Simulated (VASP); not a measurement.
**W3C: single point with PBE**

The system is W3C, a slab with vacuum.

```
CELL_PARAMETERS angstrom
2.85459 0.00000 0.00000
-1.42730 2.47215 0.00000
0.00000 0.00000 21.69711
ATOMIC_POSITIONS crystal
W 0.66667 0.33333 0.18436
W 0.33333 0.66667 0.29260
W 0.00000 0.00000 0.40084
C 0.33333 0.66667 0.59119
```

- Program: VASP 6.6.1
- Task: single point
- Functional: PBE
- Potentials or basis: VASP PAW PBE potentials, release 64 (W_sv, C)
- Cutoff: 520 eV
- k mesh: 9 × 9 × 1
- Occupations: gaussian, width 0.1 eV
- Spin: no spin polarisation
- Dipole correction: yes
- Further INCAR settings: ALGO = Normal; EDIFF = 1e-06; NBANDS = 31

```yaml
Largest_force: 0.243 eV/Å
Band_gap_on_the_k_mesh: zero (bands 23 and 24 overlap by 1.20 eV)
```

Forces on the atoms (eV/Å):
```
W    0.000  0.000 -0.114
W    0.000  0.000  0.101
W    0.000  0.000  0.243
C    0.000  0.000 -0.230
```

Levels at points of the mesh, in eV from the Fermi level:
```csv
k point,band 20,band 21,band 22,band 23,band 24,band 25,band 26,band 27
"(0.00, 0.00, 0.00)",-0.50,-0.50,-0.14,-0.14,-0.07,0.10,0.10,0.86
```

Run time: 3.6 min on 1 thread of Intel Xeon 8259CL, with other jobs on the host, peak memory 0.31 GiB.

Caveat: spin-orbit coupling is left out, which moves the levels of the heavy elements.
